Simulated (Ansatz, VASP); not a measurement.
GaO in VASP and in Ansatz

```
Ga O
1.0
     3.43270    0.00000    0.00000
    -1.71635    2.97281    0.00000
     0.00000    0.00000    6.78068
Ga O
2 2
Cartesian
  0.0000 1.9819 1.6952
  1.7164 0.9909 5.0855
  0.0000 1.9819 5.0855
  1.7164 0.9909 1.6952
```

Change from the starting cell: species swapped into the BN type (P6_3/mmc, No. 194).

Alike in both runs: functional PBE; k mesh 6 × 6 × 4; occupations gaussian, width 0.1 eV; no spin polarisation.

Ansatz relaxed the structure, and its values are those at the end. VASP's run is a single point on that final structure, the one shown.

|  | VASP | Ansatz |
| --- | --- | --- |
| version | VASP 6.6.1 | Ansatz 0.2.0 |
| potentials or method | VASP PAW PBE potentials, release 64 (Ga_d, O), cutoff 520 eV | scalar-relativistic, plane waves, PAW |
| valence electrons in the cell | 38 | 38 |

|  | VASP | Ansatz | Ansatz less VASP |
| --- | --- | --- | --- |
| gap on the k mesh at the Fermi level (eV) | none | none | - |
| pressure (GPa) | 0.7 | 0.3 | -0.38 |

A gap of «none» marks a metal or a gap that the smearing closes. With one functional, cell and mesh, what is left measures potentials, basis and numerics.
